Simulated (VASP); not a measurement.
Runs of VASP 6.6.1 on SnO. The structure is that of space group Pmn2_1 (No. 31), or close to it. The cells are those of the table. 

```tsv
task	cell	k mesh	cutoff (eV)	smearing	gap on the mesh (eV)	pressure (GPa)	largest force (eV/Å)
single point	a = 3.290, b = 5.556, c = 3.558 Å, 4 atoms	8 × 6 × 8	520	gaussian 0.02 eV	0.92	(b)	0.09
single point	a = 3.355, b = 5.674, c = 4.222 Å, 4 atoms	8 × 6 × 6	520	gaussian 0.02 eV	1.33	-4.4	0.34
single point	a = 3.355, b = 5.674, c = 4.222 Å, 4 atoms	6 × 4 × 4	520	gaussian 0.1 eV	(a)	-4.4	0.35
single point	a = 3.258, b = 5.480, c = 3.417 Å, 4 atoms	8 × 6 × 8	520	gaussian 0.02 eV	0.82	4.4	0.09
relaxation of shape and atoms at fixed volume	relaxed from a = 3.239, b = 5.460, c = 3.450 Å, 4 atoms	8 × 6 × 8	600	gaussian 0.02 eV	0.82	3.8	-
```

Alike in all rows: level PBEsol+D3(BJ); potentials or basis VASP PAW PBE potentials, release 64 (Sn_d, O); no spin polarisation.

Estimate the missing entries.

(a) 1.58; (b) 1.3.

Caveats: the PAW data sets were made with another functional, which shifts forces and pressure a little; spin-orbit coupling is left out, which moves the levels of the heavy elements.

A k mesh can miss the band edges, and the runs leave out spin-orbit coupling on Sn.
